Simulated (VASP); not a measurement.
# Ba (Pm-3m) in VASP: single point with r2SCAN

Aim: the single point of Ba with r2SCAN.

Program: VASP 6.6.1. These are calculated values, not measurements. Logs are shortened: lines on timing, memory, paths and dates and some standing lists are left out, and cuts for length are marked.

### Step 1. The cell of the first run

Symmetry: Pm-3m, No. 221, cubic system. Conventional cell: a = 3.918 Å, b = 3.918 Å, c = 3.918 Å, α = 90.00°, β = 90.00°, γ = 90.00°. Within 5.1 Å of Ba (site symmetry m-3m) lie 6 Ba at 3.92 Å.

### Step 2. Single point, r2SCAN

The input, POSCAR:

```
Ba
1.0
    3.9177175405      0.0000000000      0.0000000000
    0.0000000000      3.9177175405      0.0000000000
    0.0000000000      0.0000000000      3.9177175405
Ba
1
Direct
    0.0000000000      0.0000000000      0.0000000000
```

The input, INCAR.step1:

```
ALGO = Normal
EDIFF = 1E-4
ENCUT = 520
GGA = PE
ISMEAR = 0
LASPH = T
LCHARG = F
LREAL = F
LWAVE = T
NBANDS = 11
NELM = 100
PREC = Accurate
SIGMA = 0.15
```

The input, INCAR.step2:

```
ALGO = Normal
EDIFF = 1E-6
ENCUT = 520
ISIF = 2
ISMEAR = 0
ISTART = 1
LASPH = T
LCHARG = T
LELF = T
LMIXTAU = T
LREAL = F
LVHAR = T
LWAVE = F
METAGGA = R2SCAN
NBANDS = 11
NELM = 100
PREC = Accurate
SIGMA = 0.15
```

The input, KPOINTS:

```
k-points
0
Gamma
  12 12 12
```

Potentials or basis: VASP PAW PBE potentials, release 64 (Ba_sv).

Started as:

```sh
> cat potpaw_PBE.64/Ba_sv/POTCAR > POTCAR
> cp INCAR.step1 INCAR
> mpirun -np 1 vasp_std > vasp.out
> cp INCAR.step2 INCAR
> mpirun -np 1 vasp_std > vasp.out
```

OUTCAR:

```text
EDIFF = 1E-6
   ENCUT = 520
   ISIF = 2
   ISMEAR = 0
   ISTART = 1
   LASPH = T
   LREAL = F
   METAGGA = R2SCAN
   NELM = 100
   PREC = Accurate

 ion  position               nearest neighbor table
   1  0.000  0.000  0.000-

  LATTYP: Found a simple cubic cell.
 ALAT       =     3.9177175405

  Lattice vectors:

 A1 = (   3.9177175405,   0.0000000000,   0.0000000000)
 A2 = (   0.0000000000,   3.9177175405,   0.0000000000)
 A3 = (   0.0000000000,   0.0000000000,   3.9177175405)

Analysis of symmetry for initial positions (statically):
=====================================================================
 Subroutine PRICEL returns:
 Original cell was already a primitive cell.

 Routine SETGRP: Setting up the symmetry group for a
 simple cubic supercell.

 Subroutine GETGRP returns: Found 48 space group operations
 (whereof 48 operations were pure point group operations)
 out of a pool of 48 trial point group operations.

The static configuration has the point symmetry O_h .

Analysis of symmetry for dynamics (positions and initial velocities):
=====================================================================
 Subroutine PRICEL returns:
 Original cell was already a primitive cell.

 Routine SETGRP: Setting up the symmetry group for a
 simple cubic supercell.

 Subroutine GETGRP returns: Found 48 space group operations
 (whereof 48 operations were pure point group operations)
 out of a pool of 48 trial point group operations.

The dynamic configuration has the point symmetry O_h .

 Subroutine INISYM returns: Found 48 space group operations
 (whereof 48 operations are pure point group operations),
 and found     1 'primitive' translations

----------------------------------------------------------------------------------------

                                     Primitive cell

  volume of cell :      60.1311

  direct lattice vectors                    reciprocal lattice vectors
     3.917717540  0.000000000  0.000000000     0.255250663  0.000000000  0.000000000
     0.000000000  3.917717540  0.000000000     0.000000000  0.255250663  0.000000000
     0.000000000  0.000000000  3.917717540     0.000000000  0.000000000  0.255250663

  length of vectors
     3.917717540  3.917717540  3.917717540     0.255250663  0.255250663  0.255250663

  position of ions in fractional coordinates (direct lattice)
     0.000000000  0.000000000  0.000000000

  ion indices of the primitive-cell ions
   primitive index   ion index
                 1           1

----------------------------------------------------------------------------------------

 KPOINTS: k-points

Automatic generation of k-mesh.
 Grid dimensions read from file:
 generate k-points for:   12   12   12

 Generating k-lattice:

  Cartesian coordinates                     Fractional coordinates (reciprocal lattice)
     0.021270889  0.000000000  0.000000000     0.083333333  0.000000000  0.000000000
     0.000000000  0.021270889  0.000000000     0.000000000  0.083333333  0.000000000
     0.000000000  0.000000000  0.021270889     0.000000000  0.000000000  0.083333333

  Length of vectors
     0.021270889  0.021270889  0.021270889

  Shift w.r.t. Gamma in fractional coordinates (k-lattice)
     0.000000000  0.000000000  0.000000000

 Subroutine IBZKPT returns following result:
 ===========================================

 Found     84 irreducible k-points:

 Following reciprocal coordinates:
            Coordinates               Weight
  0.000000  0.000000  0.000000      1.000000
  0.083333  0.000000  0.000000      6.000000
  0.166667  0.000000  0.000000      6.000000
  0.250000  0.000000  0.000000      6.000000
  0.333333  0.000000  0.000000      6.000000
  0.416667  0.000000  0.000000      6.000000
[... 16 lines left out ...]
  0.333333  0.333333  0.000000     12.000000
  0.416667  0.333333  0.000000     24.000000
 [... further k-points ...]
   k-points           NKPTS =     84   k-points in BZ     NKDIM =     84   number of bands    NBANDS=     11
   number of dos      NEDOS =    301   number of ions     NIONS =      1
   total plane-waves  NPLWV =  27000
   dimension x,y,z NGX =    30 NGY =   30 NGZ =   30
   dimension x,y,z NGXF=    60 NGYF=   60 NGZF=   60
   ions per type =               1
   NGX,Y,Z   is equivalent  to a cutoff of  12.73, 12.73, 12.73 a.u.
   NGXF,Y,Z  is equivalent  to a cutoff of  25.46, 25.46, 25.46 a.u.
 SYSTEM =  unknown system
   PREC   = accura    normal or accurate (medium, high low for compatibility)
   ISTART =      1    job   : 0-new  1-cont  2-samecut
   ICHARG =      0    charge: 1-file 2-atom 10-const
   ISPIN  =      1    spin polarized calculation?
   LNONCOLLINEAR =      F non collinear calculations
   LSORBIT =      F    spin-orbit coupling
   LASPH  =      T    aspherical Exc in radial PAW
   ENCUT  =  520.0 eV  38.22 Ry    6.18 a.u.   7.28  7.28  7.28*2*pi/ulx,y,z
   NELM   =    100;   NELMIN=  2; NELMDL=  0     # of ELM steps
   EDIFF  = 0.1E-05   stopping-criterion for ELM
   LREAL  =      F    real-space projection
   EDIFFG = 0.1E-04   stopping-criterion for IOM
   NSW    =      0    number of steps for IOM
   IBRION =     -1    ionic relax: 0-MD 1-quasi-New 2-CG
   NFREE  =      0    steps in history (QN), initial steepest desc. (CG)
   ISIF   =      2    stress and relaxation
   ISYM   =      2    0-nonsym 1-usesym 2-fastsym
   POTIM  = 0.5000    time-step for ionic-motion
   TEBEG  =    0.0;   TEEND  =   0.0 temperature during run
   PSTRESS=    0.0 pullay stress
   NELECT =      10.0000    total number of electrons
   NUPDOWN=      -1.0000    fix difference up-down
   EMIN   =  10.00;   EMAX   =-10.00  energy-range for DOS
   EFERMI =   0.00;   METHOD = LEGACY
   ISMEAR =     0;   SIGMA  =   0.15  broadening in eV -4-tet -1-fermi 0-gaus
   EFERMI_NEDOS =   21; number of points for ismear=-14 and -15
   IALGO  =     38    algorithm
   IMIX   =      4    mixing-type and parameters
     AMIX     =   0.40;   BMIX     =  1.00
     AMIX_MAG =   1.60;   BMIX_MAG =  1.00
  volume/ion in A,a.u.               =      60.13       405.78
  Fermi-wavevector in a.u.,A,eV,Ry     =   0.900275  1.701272 11.027448  0.810495
  Thomas-Fermi vector in A             =   2.023212
   LORBIT       =      0    0 simple, 1 ext, 2 COOP (PROOUT), +10 PAW based schemes
   METAGGA = R2SCAN    functional components
   LHFCALC =     F    Hartree Fock is set to
   AEXX    =    0.0000 exact exchange contribution
   IVDW    =     0    specifies the selected vdW correction
   LEPSILON=     F    determine dielectric tensor
   LRPA    =     F    only Hartree local field effects (RPA)
 non-spin polarized calculation
 Gauss-broadening in eV      SIGMA  =   0.15
  energy-cutoff  :      520.00
  volume of cell :       60.13
 maximum number of plane-waves:      1647
 NGX is ok and might be reduce to    30
   NGX = 15   NGY = 15   NGZ = 15

 number of electron      10.0000001 magnetization

 Free energy of the ion-electron system (eV)
  ---------------------------------------------------
  ext. energy  EPLUGINS =         0.00000000
  ---------------------------------------------------
  free energy    TOTEN  =       -26.18440370 eV

  energy without entropy =      -26.17875177  energy(sigma->0) =      -26.18157774

 E-fermi :   1.8669     XC(G=0):  -7.9699

 val. band max:        1.8273666645   @ k =   0.5000   0.1667   0.1667
 cond. band min:       1.8754991659   @ k =   0.5000   0.5000   0.4167
 fundamental gap:      0.0481325014
 Fermi energy:         1.8668850358

 k-point     1 :       0.0000    0.0000    0.0000
  band No.  band energies     occupation
      1     -28.4017      2.00000
      2     -12.8034      2.00000
      3     -12.8034      2.00000
      4     -12.8034      2.00000
      5      -0.8599      2.00000
      6       2.0133      0.16757
      7       2.0133      0.16757
      8       7.0636      0.00000
      9       7.0636      0.00000
     10       7.0636      0.00000
     11      10.0514      0.00000

 k-point     2 :       0.0833    0.0000    0.0000
  band No.  band energies     occupation
      1     -28.3972      2.00000
      2     -12.8598      2.00000
      3     -12.7985      2.00000
      4     -12.7985      2.00000
      5      -0.7472      2.00000
      6       2.0497      0.08483
      7       2.1261      0.01453
      8       6.7741      0.00000
      9       6.7741      0.00000
     10       7.0810      0.00000
     11       9.5445      0.00000

 k-point     3 :       0.1667    0.0000    0.0000
  band No.  band energies     occupation
      1     -28.3850      2.00000
      2     -13.0097      2.00000
      3     -12.7852      2.00000
      4     -12.7852      2.00000
      5      -0.4364      2.00000
      6       2.1531      0.00696
      7       2.4308      0.00000
      8       6.1762      0.00000
      9       6.1762      0.00000
     10       7.1296      0.00000
     11       8.6681      0.00000

 k-point     4 :       0.2500    0.0000    0.0000
  band No.  band energies     occupation
      1     -28.3681      2.00000
      2     -13.2055      2.00000
      3     -12.7668      2.00000
      4     -12.7668      2.00000
      5       0.0100      2.00000
      6       2.3053      0.00004
      7       2.7897      0.00000
      8       5.5735      0.00000
      9       5.5735      0.00000
     10       7.1978      0.00000
     11       8.0342      0.00000

 k-point     5 :       0.3333    0.0000    0.0000
  band No.  band energies     occupation
      1     -28.3511      2.00000
      2     -13.3922      2.00000
      3     -12.7484      2.00000
      4     -12.7484      2.00000
      5       0.5264      2.00000
      6       2.4726      0.00000
      7       2.9398      0.00000
      8       5.0934      0.00000
      9       5.0934      0.00000
     10       7.2683      0.00000
     11       7.9941      0.00000
[... 211 lines left out ...]
 k-point    21 :       0.4167    0.2500    0.0000
  band No.  band energies     occupation
      1     -28.3060      2.00000
      2     -13.4659      2.00000
      3     -13.1126      2.00000
      4     -12.7004      2.00000
      5       1.3622      2.00000
      6       2.2316      0.00059
      7       3.7712      0.00000
      8       4.9421      0.00000
      9       5.0367      0.00000
     10       6.0495      0.00000
     11       8.6594      0.00000

 k-point    22 :       0.5000    0.2500    0.0000
  band No.  band energies     occupation
      1     -28.3015      2.00000
      2     -13.5117      2.00000
      3     -13.1060      2.00000
      4     -12.6955      2.00000
      5       1.4749      1.99978
      6       2.1524      0.00711
      7       3.7792      0.00000
      8       4.9389      0.00000
      9       5.0443      0.00000
     10       6.0796      0.00000
     11       8.8491      0.00000

 k-point    23 :       0.3333    0.3333    0.0000
  band No.  band energies     occupation
      1     -28.3017      2.00000
      2     -13.3203      2.00000
      3     -13.2997      2.00000
      4     -12.6959      2.00000
      5       1.1555      2.00000
      6       2.3475      0.00001
      7       4.4425      0.00000
      8       4.6313      0.00000
      9       5.3673      0.00000
     10       5.5965      0.00000
     11       8.5345      0.00000

 k-point    24 :       0.4167    0.3333    0.0000
  band No.  band energies     occupation
      1     -28.2896      2.00000
      2     -13.4365      2.00000
      3     -13.2893      2.00000
      4     -12.6830      2.00000
      5       1.0928      2.00000
      6       2.4332      0.00000
      7       4.5697      0.00000
      8       5.0792      0.00000
      9       5.1735      0.00000
     10       5.5966      0.00000
     11       8.5224      0.00000

 [... further k-points ...]

------------------------ aborting loop because EDIFF is reached ----------------------------------------

  FORCE on cell =-STRESS in cart. coord.  units (eV):
  Direction    XX          YY          ZZ          XY          YZ          ZX
  --------------------------------------------------------------------------------------
  -------------------------------------------------------------------------------------
  Total        0.0336259      0.0336259      0.0336259     -0.0000000     -0.0000000      0.0000000
  in kB        0.8959541      0.8959541      0.8959541     -0.0000000     -0.0000000      0.0000000
  external PRESSURE =       0.8959541 kB  Pullay stress =       0.0000000 kB

 VOLUME and BASIS-vectors are now :
 -----------------------------------------------------------------------------
  energy-cutoff  :      520.00
  volume of cell :       60.13
      direct lattice vectors                 reciprocal lattice vectors
     3.917717540  0.000000000  0.000000000     0.255250663  0.000000000  0.000000000
     0.000000000  3.917717540  0.000000000     0.000000000  0.255250663  0.000000000
     0.000000000  0.000000000  3.917717540     0.000000000  0.000000000  0.255250663

 POSITION                                       TOTAL-FORCE (eV/Angst)
 -----------------------------------------------------------------------------------
      0.00000      0.00000      0.00000         0.000000      0.000000      0.000000
 -----------------------------------------------------------------------------------
    total drift:                                0.000000      0.000000     -0.000000

  FREE ENERGIE OF THE ION-ELECTRON SYSTEM (eV)
  ---------------------------------------------------
  free  energy   TOTEN  =       -26.1844037036 eV

  energy  without entropy=      -26.1787517675  energy(sigma->0) =      -26.18157774
```

It took 73 s on 1 thread of Intel Xeon 6975P-C (Granite Rapids), shared host; peak memory 0.2 GiB.

Results:

- Free energy: -26.1844 eV
- Pressure: 0.1 GPa
- Band gap on the k mesh: zero (band 5 reaches 1.92 eV, above the bottom of band 6 at 1.76 eV)

Caveat: the PAW data sets were made with another functional, which shifts forces and pressure a little; spin-orbit coupling is left out, which moves the levels of the heavy elements.
